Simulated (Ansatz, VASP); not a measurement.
Zr: VASP beside Ansatz

Contents of INCAR:

```
SYSTEM = Zr
ALGO     = Normal         ! electronic algorithm
EDIFF    = 1E-7           ! SCF threshold, eV
ENCUT    = 520            ! plane-wave cutoff, eV
GGA      = PE             ! functional
ISIF     = 2              ! what is computed and relaxed
ISMEAR   = -1             ! smearing method
LASPH    = .TRUE.         ! aspherical terms in the spheres
LCHARG   = .FALSE.        ! write CHGCAR
LREAL    = .FALSE.        ! projectors in reciprocal space
LWAVE    = .FALSE.        ! write WAVECAR
NBANDS   = 32             ! bands
NELM     = 100            ! most SCF steps
PREC     = Accurate       ! precision mode
SIGMA    = 0.08           ! smearing width, eV
```

KPOINTS

```
k-points
0
G
  13 8 8
  0 0 0
```

POSCAR

```
Zr
1.0
   -1.6155496476      2.7982140716      0.0000000000
    0.0000000000      0.0000000000      5.1751358144
    4.8466489426      2.7982140717      0.0000000000
Zr
4
Direct
    0.5000000000      0.2500000000      0.1666666670
    0.0000000000      0.2500000000      0.6666666670
    0.0000000000      0.7500000000      0.3333333330
    0.5000000000      0.7500000000      0.8333333330
```

Input for Ansatz:

```yaml
crystal:
  lattice:
    - [-1.6155496476, 2.7982140716, 0.0]
    - [0.0, 0.0, 5.1751358144]
    - [4.8466489426, 2.7982140717, 0.0]
  atoms:
    - { symbol: Zr, position: [0.5, 0.25, 0.166666667] }
    - { symbol: Zr, position: [0.0, 0.25, 0.666666667] }
    - { symbol: Zr, position: [0.0, 0.75, 0.333333333] }
    - { symbol: Zr, position: [0.5, 0.75, 0.833333333] }
kpoints:
  mp_grid: { grid: [13, 8, 8] }
scf:
  occupations: { method: fermi_dirac, width: 0.08 }
hamiltonian:
  xc: pbe
  pseudopotentials: { kind: all_electron, lapw: { basis_error: 0.001 } }
output:
  forces: true
  stress: true
  eigenvalues: true
```

Alike in both runs: task single point; functional PBE; k mesh 13 × 8 × 8; occupations fermi-dirac, width 0.08 eV; no spin polarisation.

```csv
,VASP,Ansatz
version,VASP 6.6.1,Ansatz 0.2.0
potentials or method,"VASP PAW PBE potentials, release 64 (Zr_sv), cutoff 520 eV","all-electron LAPW, scalar-relativistic"
```

|  | VASP | Ansatz | Ansatz less VASP |
| --- | --- | --- | --- |
| pressure (GPa) | 0.0 | 0.0 | +0.01 |

Ansatz ran all-electron here, and VASP with PAW potentials.
